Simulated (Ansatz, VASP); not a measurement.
Two plane-wave programs on SnSe

```
Sn Se
1.0
     0.00000    3.16050    3.08525
     3.16050    0.00000    3.08525
     3.16050    3.16050    0.00000
Sn Se
1 1
Cartesian
  0.0000 0.0000 0.0000
  3.1605 3.1605 3.0852
```

Change from the starting cell: strain +0.050 along x and y, +0.025 along z, atoms carried along.

Alike in both runs: task single point; functional LDA; k mesh 8 × 8 × 8; occupations gaussian, width 0.05 eV; no spin polarisation.

|  | VASP | Ansatz |
| --- | --- | --- |
| version | VASP 6.6.1 | Ansatz 0.2.0 |
| potentials or method | VASP PAW LDA potentials, release 64 (Sn_d, Se), cutoff 520 eV | scalar-relativistic, plane waves, PAW |
| valence electrons in the cell | 20 | 30 |

```csv
,VASP,Ansatz,Ansatz less VASP
gap on the k mesh at the Fermi level (eV),0.18,0.17,-0.015
least direct gap on the mesh (eV),0.18,0.17,-0.015
pressure (GPa),-7.4,-7.4,-0.03
"traceless stress, the component that is largest in VASP (GPa)",0.96,0.95,-0.014
```

LDA's correlation is that of Perdew and Zunger in VASP and of Perdew and Wang (1992) in Ansatz. VASP's potentials hold 20 valence electrons a cell and Ansatz's 30, so a difference there can come from the potentials and not from the codes.
